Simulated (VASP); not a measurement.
Write the native input for VASP 6.6.1 that does the following.

| Property | Result |
| --- | --- |
| Task | single point |
| Functional | PBE |
| Potentials or basis | VASP PAW PBE potentials, release 64 (Br) |
| Cutoff | 520 eV |
| k mesh | 16 × 16 × 16 |
| Occupations | fermi-dirac, width 0.08 eV |
| Spin | no spin polarisation |
| Dipole correction | no |
| Further INCAR settings | ALGO = Normal; EDIFF = 1e-07; NBANDS = 10 |

The structure of Br lies in POSCAR:

```
Br
1.0
   -1.5907018369      1.5907018369      1.5907018369
    1.5907018369     -1.5907018369      1.5907018369
    1.5907018369      1.5907018369     -1.5907018369
Br
1
Direct
    0.0000000000      0.0000000000      0.0000000000
```

This cell differs from its parent crystal: volume scaled by 0.6.

The input as run:

INCAR

```
SYSTEM = Br
PREC = Accurate
ENCUT = 520
EDIFF = 1E-7
ISMEAR = -1
SIGMA = 0.08
LREAL = .FALSE.
LASPH = .TRUE.
NELM = 100
ALGO = Normal
ISIF = 2
LWAVE = .FALSE.
LCHARG = .FALSE.
GGA = PE
NBANDS = 10
```

KPOINTS

```
regular mesh
0
G
  16 16 16
  0 0 0
```

Potentials or basis: VASP PAW PBE potentials, release 64 (Br).

The run is started by

```bash
$ cat potpaw_PBE.64/Br/POTCAR > POTCAR
$ mpirun -np 1 vasp_std > vasp.out
```

It gave:

```json
{
  "Pressure": "53.0 GPa"
}
```

Caveat: an odd number of electrons without spin polarisation forces a metal; a magnetic or distorted state may lie lower.

Wall time 12 s on 1 thread of AMD EPYC 7R43 64-Core Processor (Zen 3), on a shared host, peak memory 0.1 GiB.
